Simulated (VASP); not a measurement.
ScGa3Te:

```xyz
5
Lattice="5.2704 0.0000 0.0000 0.0000 5.2704 0.0000 0.0000 0.0000 5.2704" Properties=species:S:1:pos:R:3 pbc="T T T"
Sc    0.0000    0.0000    0.0000
Ga    2.6352    2.6352    0.0000
Ga    2.6352    0.0000    2.6352
Ga    0.0000    2.6352    2.6352
Te    2.6352    2.6352    2.6352
```

The cell was generated, and may not be a known phase.

```yaml
Program: VASP 6.6.1
Task: relaxation of cell and atoms
Functional: PBE
Potentials_or_basis: VASP PAW PBE potentials, release 64 (Sc_sv, Ga_d, Te)
Cutoff: 600 eV
k_mesh: 8 × 8 × 8
Occupations: gaussian, width 0.1 eV
Spin: no spin polarisation
```

At the start: pressure 1.3 GPa; volume 29.28 Å³/atom.

Problem. Where does the relaxation end?

Solution. Over 3 steps the energy falls by 5.4 meV/atom and the volume is 30.71 Å³/atom (+4.9 %); space group Pm-3m (No. 221, to 0.1 Å) before and after.

The path:
```tsv
step	energy change (eV)	largest force (eV/Å)	pressure (GPa)	volume (Å³)
1	0.0000	0.0000	1.27	146.39
2	-0.0246	0.0000	0.35	151.35
3	-0.0269	0.0000	0.02	153.54
```

Final structure:
```xyz
5
Lattice="5.3548 0.0000 0.0000 0.0000 5.3548 0.0000 0.0000 0.0000 5.3548" Properties=species:S:1:pos:R:3 pbc="T T T"
Sc    0.0000    0.0000    0.0000
Ga    2.6774    2.6774    0.0000
Ga    2.6774    0.0000    2.6774
Ga    0.0000    2.6774    2.6774
Te    2.6774    2.6774    2.6774
```
